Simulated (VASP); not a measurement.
# BaS (P6_3/mmc) in VASP: G0W0 quasiparticle levels with PBE

Aim: the G0W0 quasiparticle levels of BaS with PBE.

Program: VASP 6.6.1. These are calculated values, not measurements. Logs are shortened: lines on timing, memory, paths and dates and some standing lists are left out, and cuts for length are marked.

**1. The cell of the first run**

The structure is hexagonal, space group P6_3/mmc (No. 194). The conventional cell has a = 4.442 Å, b = 4.442 Å, c = 7.789 Å, α = 90.00°, β = 90.00°, γ = 120.00°. Ba (site symmetry -3m) has 6 S at 3.22 Å and 2 Ba at 3.89 Å within 4.2 Å. Within 4.2 Å of S (site symmetry -6m2) lie 6 Ba at 3.22 Å.

**2. G0W0 quasiparticle levels, PBE**

Input file POSCAR:

```
BaS
1.0
    4.4421900034      0.0000000000      0.0000000000
   -2.2210950017      3.8470493913      0.0000000000
    0.0000000000      0.0000000000      7.7894608803
Ba S
2 2
Direct
    0.0000000000      0.0000000000      0.0000000000
    0.0000000000      0.0000000000      0.5000000000
    0.3333333333      0.6666666667      0.2500000000
    0.6666666667      0.3333333333      0.7500000000
```

Input file INCAR.step1:

```
PREC = Accurate
ENCUT = 500
EDIFF = 1E-8
ISMEAR = 0
SIGMA = 0.01
LREAL = False
LASPH = True
NELM = 100
ALGO = Normal
LWAVE = True
LCHARG = False
GGA = PE
```

Input file INCAR.step2:

```
PREC = Accurate
ENCUT = 500
EDIFF = 1E-8
ISMEAR = 0
SIGMA = 0.01
LREAL = False
LASPH = True
NELM = 1
ALGO = Exact
LWAVE = True
LCHARG = False
GGA = PE
NBANDS = 232
LOPTICS = True
ISTART = 1
```

Input file INCAR.step3:

```
PREC = Accurate
ENCUT = 500
EDIFF = 1E-8
ISMEAR = 0
SIGMA = 0.01
LREAL = False
LASPH = True
ALGO = EVGW0
LWAVE = False
LCHARG = False
GGA = PE
NELMGW = 1
NBANDS = 232
ENCUTGW = 80.0
NOMEGA = 96
PRECFOCK = Fast
ISTART = 1
NBANDSGW = 24
OMEGAMAX = 20
```

Input file KPOINTS:

```
Automatic mesh
0
Gamma
  6 6 2
```

Potentials or basis: VASP PAW PBE potentials, release 64 (Ba_sv_GW, S_GW).

The run is started by

```console
cat potpaw_PBE.64/Ba_sv_GW/POTCAR potpaw_PBE.64/S_GW/POTCAR > POTCAR
cp INCAR.step1 INCAR
mpirun -np 1 vasp_std > vasp.out
cp INCAR.step2 INCAR
mpirun -np 1 vasp_std > vasp.out
cp INCAR.step3 INCAR
mpirun -np 1 vasp_std > vasp.out
```

OUTCAR:

```text
PREC = Accurate
   ENCUT = 500
   EDIFF = 1E-8
   ISMEAR = 0
   LREAL = False
   LASPH = True
   GGA = PE
   NELMGW = 1
   ENCUTGW = 80.0
   PRECFOCK = Fast
   ISTART = 1

 ion  position               nearest neighbor table
   1  0.000  0.000  0.000-
   2  0.000  0.000  0.500-
   3  0.333  0.667  0.250-
   4  0.667  0.333  0.750-

  LATTYP: Found a hexagonal cell.
 ALAT       =     4.4421900034
 C/A-ratio  =     1.7535181688

  Lattice vectors:

 A1 = (   4.4421900034,   0.0000000000,   0.0000000000)
 A2 = (  -2.2210950017,   3.8470493913,   0.0000000000)
 A3 = (   0.0000000000,   0.0000000000,   7.7894608803)

Analysis of symmetry for initial positions (statically):
=====================================================================
 Subroutine PRICEL returns:
 Original cell was already a primitive cell.

 Routine SETGRP: Setting up the symmetry group for a
 hexagonal supercell.

 Subroutine GETGRP returns: Found 24 space group operations
 (whereof 12 operations were pure point group operations)
 out of a pool of 24 trial point group operations.

The static configuration has the point symmetry D_3d.
 The point group associated with its full space group is D_6h.

Analysis of symmetry for dynamics (positions and initial velocities):
=====================================================================
 Subroutine PRICEL returns:
 Original cell was already a primitive cell.

 Routine SETGRP: Setting up the symmetry group for a
 hexagonal supercell.

 Subroutine GETGRP returns: Found 24 space group operations
 (whereof 12 operations were pure point group operations)
 out of a pool of 24 trial point group operations.

The dynamic configuration has the point symmetry D_3d.
 The point group associated with its full space group is D_6h.

 Subroutine INISYM returns: Found 24 space group operations
 (whereof 12 operations are pure point group operations),
 and found     1 'primitive' translations

----------------------------------------------------------------------------------------

                                     Primitive cell

  volume of cell :     133.1166

  direct lattice vectors                    reciprocal lattice vectors
     4.442190003  0.000000000  0.000000000     0.225114189  0.129969738  0.000000000
    -2.221095002  3.847049391  0.000000000     0.000000000  0.259939475  0.000000000
     0.000000000  0.000000000  7.789460880     0.000000000  0.000000000  0.128378589

  length of vectors
     4.442190003  4.442190003  7.789460880     0.259939475  0.259939475  0.128378589

  position of ions in fractional coordinates (direct lattice)
     0.000000000  0.000000000  0.000000000
     0.000000000  0.000000000  0.500000000
     0.333333333  0.666666667  0.250000000
     0.666666667  0.333333333  0.750000000

  ion indices of the primitive-cell ions
   primitive index   ion index
                 1           1
                 2           2
                 3           3
                 4           4

----------------------------------------------------------------------------------------

 KPOINTS: Automatic mesh

Automatic generation of k-mesh.
 Grid dimensions read from file:
 generate k-points for:    6    6    2

 Generating k-lattice:

  Cartesian coordinates                     Fractional coordinates (reciprocal lattice)
     0.037519032  0.021661623  0.000000000     0.166666667  0.000000000  0.000000000
     0.000000000  0.043323246  0.000000000     0.000000000  0.166666667  0.000000000
     0.000000000  0.000000000  0.064189295     0.000000000  0.000000000  0.500000000

  Length of vectors
     0.043323246  0.043323246  0.064189295

  Shift w.r.t. Gamma in fractional coordinates (k-lattice)
     0.000000000  0.000000000  0.000000000

 Subroutine IBZKPT returns following result:
 ===========================================

 Found     14 irreducible k-points:

 Following reciprocal coordinates:
            Coordinates               Weight
  0.000000  0.000000  0.000000      1.000000
  0.166667  0.000000  0.000000      6.000000
  0.333333 -0.000000  0.000000      6.000000
  0.500000  0.000000  0.000000      3.000000
  0.166667  0.166667  0.000000      6.000000
  0.333333  0.166667  0.000000     12.000000
  0.333333  0.333333  0.000000      2.000000
  0.000000  0.000000  0.500000      1.000000
  0.166667  0.000000  0.500000      6.000000
  0.333333 -0.000000  0.500000      6.000000
  0.500000  0.000000  0.500000      3.000000
  0.166667  0.166667  0.500000      6.000000
  0.333333  0.166667  0.500000     12.000000
  0.333333  0.333333  0.500000      2.000000
   k-points           NKPTS =     14   k-points in BZ     NKDIM =     72   number of bands    NBANDS=    232
   number of dos      NEDOS =    301   number of ions     NIONS =      4
   total plane-waves  NPLWV =  61440
   dimension x,y,z NGX =    32 NGY =   32 NGZ =   60
   dimension x,y,z NGXF=    64 NGYF=   64 NGZF=  120
   ions per type =               2   2
   NGX,Y,Z   is equivalent  to a cutoff of  11.98, 11.98, 12.81 a.u.
   NGXF,Y,Z  is equivalent  to a cutoff of  23.95, 23.95, 25.61 a.u.
 SYSTEM =  unknown system
   PREC   = accura    normal or accurate (medium, high low for compatibility)
   ISTART =      1    job   : 0-new  1-cont  2-samecut
   ICHARG =      0    charge: 1-file 2-atom 10-const
   ISPIN  =      1    spin polarized calculation?
   LNONCOLLINEAR =      F non collinear calculations
   LSORBIT =      F    spin-orbit coupling
   LASPH  =      T    aspherical Exc in radial PAW
   ENCUT  =  500.0 eV  36.75 Ry    6.06 a.u.   8.10  8.10 14.20*2*pi/ulx,y,z
   NELM   =     60;   NELMIN=  2; NELMDL=  0     # of ELM steps
   EDIFF  = 0.1E-07   stopping-criterion for ELM
   LREAL  =      F    real-space projection
   EDIFFG = 0.1E-06   stopping-criterion for IOM
   NSW    =      0    number of steps for IOM
   IBRION =     -1    ionic relax: 0-MD 1-quasi-New 2-CG
   NFREE  =      0    steps in history (QN), initial steepest desc. (CG)
   ISIF   =      0    stress and relaxation
   ISYM   =      3    0-nonsym 1-usesym 2-fastsym
   POTIM  = 0.5000    time-step for ionic-motion
   TEBEG  =    0.0;   TEEND  =   0.0 temperature during run
   PSTRESS=    0.0 pullay stress
   NELECT =      32.0000    total number of electrons
   NUPDOWN=      -1.0000    fix difference up-down
   EMIN   =  10.00;   EMAX   =-10.00  energy-range for DOS
   EFERMI =   0.00;   METHOD = LEGACY
   ISMEAR =     0;   SIGMA  =   0.01  broadening in eV -4-tet -1-fermi 0-gaus
   EFERMI_NEDOS =   21; number of points for ismear=-14 and -15
   IALGO  =     38    algorithm
   IMIX   =      4    mixing-type and parameters
     AMIX     =   0.40;   BMIX     =  1.00
     AMIX_MAG =   1.60;   BMIX_MAG =  1.00
  volume/ion in A,a.u.               =      33.28       224.58
  Fermi-wavevector in a.u.,A,eV,Ry     =   1.017921  1.923592 14.097855  1.036163
  Thomas-Fermi vector in A             =   2.151349
   LORBIT       =      0    0 simple, 1 ext, 2 COOP (PROOUT), +10 PAW based schemes
   GGA     = PE    functional components
   LHFCALC =     T    Hartree Fock is set to
   PRECFOCK=fast      Normal, Fast or Accurate (Low or Medium for compatibility)
   ENCUT4O =  -1.0   cutoff for four orbital integrals eV
   NKREDX  =     1    reduce k-point grid by
   NKREDY  =     1    reduce k-point grid by
   NKREDZ  =     1    reduce k-point grid by
   AEXX    =    1.0000 exact exchange contribution
   HFSCREEN=    0.0000 screening length (either q_TF or 0.3 A-1)
   HFSCREENC=   0.0000 screening length for correlation (either q_TF or 0.3 A-1)
   ENCUTFOCK=  -1.0 apply spherical cutoff to Coloumb kernel
   IVDW    =     0    specifies the selected vdW correction
   LEPSILON=     F    determine dielectric tensor
   LRPA    =     F    only Hartree local field effects (RPA)
   LRPAFORCE           =     F    calculate RPA forces
   ENCUTGW             =  80.0    cutoff for response function in eV
   ENCUTGWSOFT         =  64.0    soft cutoff for Coulomb kernel in GW response function in eV
   ENCUTLF             =  -1.0    cutoff for local field effects
   NELMGW              =     1    number of iterations in solving QP/BSE equation
   NELMHF              =     1    number of iterations in the inner HF iteration
   NKREDLFX            =     1    NKREDLFY  =   1   NKREDLFZ  =   1
 non-spin polarized calculation
 Gauss-broadening in eV      SIGMA  =   0.01
  energy-cutoff  :      500.00
  volume of cell :      133.12
 maximum number of plane-waves:      3394
  NGX = 18; NGY = 18; NGZ = 32
   NGX = 17   NGY = 17   NGZ = 29
 maximum number of plane-waves:       228
 NGX is ok and might be reduce to    14

 QP shifts <psi_nk| G(iteration)W_0 |psi_nk>: iteration 1
 for sc-GW calculations column KS-energies equals QP-energies in previous step
 and V_xc(KS)=  KS-energies - (<T + V_ion + V_H > + <T+V_H+V_ion>^1  + <V_x>^1)

 k-point   1 :       0.0000    0.0000    0.0000
  band No.  KS-energies  QP-energies   sigma(KS)   V_xc(KS)     V^pw_x(r,r')   Z            occupation Imag(sigma)

      1     -23.3147     -23.7137     -15.8052     -15.1385     -24.3839       0.5985       2.0000       0.9471
      2     -23.2372     -23.6253     -15.8353     -15.2037     -24.4072       0.6144       2.0000       0.9352
      3      -9.5783     -10.5050     -14.4360     -13.0301     -19.3710       0.6591       2.0000       0.3902
      4      -8.3792      -9.6434     -15.5406     -13.8928     -18.9721       0.7672       2.0000       0.1807
      5      -8.3792      -9.6434     -15.5406     -13.8928     -18.9721       0.7672       2.0000       0.1807
      6      -8.2658      -9.5226     -15.6260     -13.9946     -19.0181       0.7704       2.0000       0.1672
[... 16 lines left out ...]
     23       8.3780       8.8843      -6.8908      -7.5285      -3.1521       0.7940       0.0000      -0.0712
     24       9.3491      10.1193      -9.5605     -10.5862      -5.4236       0.7509       0.0000      -0.1143

 k-point   2 :       0.1667    0.0000    0.0000
  band No.  KS-energies  QP-energies   sigma(KS)   V_xc(KS)     V^pw_x(r,r')   Z            occupation Imag(sigma)

      1     -23.3058     -23.7032     -15.8096     -15.1481     -24.3876       0.6009       2.0000       0.9452
      2     -23.2295     -23.6197     -15.8452     -15.2117     -24.4111       0.6159       2.0000       0.9354
      3      -9.4735     -10.4478     -14.5384     -13.0859     -19.3053       0.6707       2.0000       0.3726
      4      -8.7095      -9.8174     -15.0610     -13.5270     -19.2547       0.7222       2.0000       0.3162
      5      -8.4084      -9.6773     -15.5155     -13.8603     -18.9610       0.7666       2.0000       0.1882
      6      -8.3786      -9.6505     -15.5172     -13.8629     -18.9509       0.7689       2.0000       0.1861
[... 16 lines left out ...]
     23       9.1108       9.9592      -9.1813     -10.2937      -5.1059       0.7628       0.0000      -0.0953
     24       9.5455      10.3347      -8.0698      -9.0885      -3.9192       0.7747       0.0000      -0.0962
[... 306 lines left out ...]
     23       9.4580      10.4414      -9.3159     -10.6101      -5.0490       0.7598       0.0000      -0.1031
     24       9.4580      10.4414      -9.3159     -10.6101      -5.0490       0.7598       0.0000      -0.1031

 k-point  14 :       0.3333    0.3333    0.5000
  band No.  KS-energies  QP-energies   sigma(KS)   V_xc(KS)     V^pw_x(r,r')   Z            occupation Imag(sigma)

      1     -23.2386     -23.6322     -15.8580     -15.2107     -24.4126       0.6080       2.0000       0.9331
      2     -23.2386     -23.6322     -15.8580     -15.2107     -24.4126       0.6080       2.0000       0.9331
      3      -8.9731     -10.0028     -14.8267     -13.3427     -19.3343       0.6939       2.0000       0.3403
      4      -8.9731     -10.0028     -14.8267     -13.3427     -19.3343       0.6939       2.0000       0.3403
      5      -8.6446      -9.9473     -15.2887     -13.5780     -18.8330       0.7615       2.0000       0.2374
      6      -8.6446      -9.9473     -15.2887     -13.5780     -18.8330       0.7615       2.0000       0.2374
[... 16 lines left out ...]
     23       9.1319      10.0887      -9.4769     -10.7053      -5.4304       0.7789       0.0000      -0.0748
     24       9.1319      10.0887      -9.4769     -10.7053      -5.4304       0.7789       0.0000      -0.0748
```

It took 36 min on 1 thread of Intel Xeon 6975P-C (Granite Rapids), shared host; peak memory 3.5 GiB.

What came out:

```yaml
Quasiparticle_gap: 3.59 eV
Least_direct_quasiparticle_gap: 3.65 eV
Band_gap_of_the_starting_levels_on_the_mesh: 2.42 eV
Least_direct_gap_of_the_starting_levels_on_the_mesh: 2.42 eV
```

Caveat: the k points lie up to 0.40 Å⁻¹ apart; bands, screening cutoff and mesh are small and nothing is extrapolated, so the quasiparticle values aren't converged; spin-orbit coupling is left out, which moves the levels of the heavy elements.
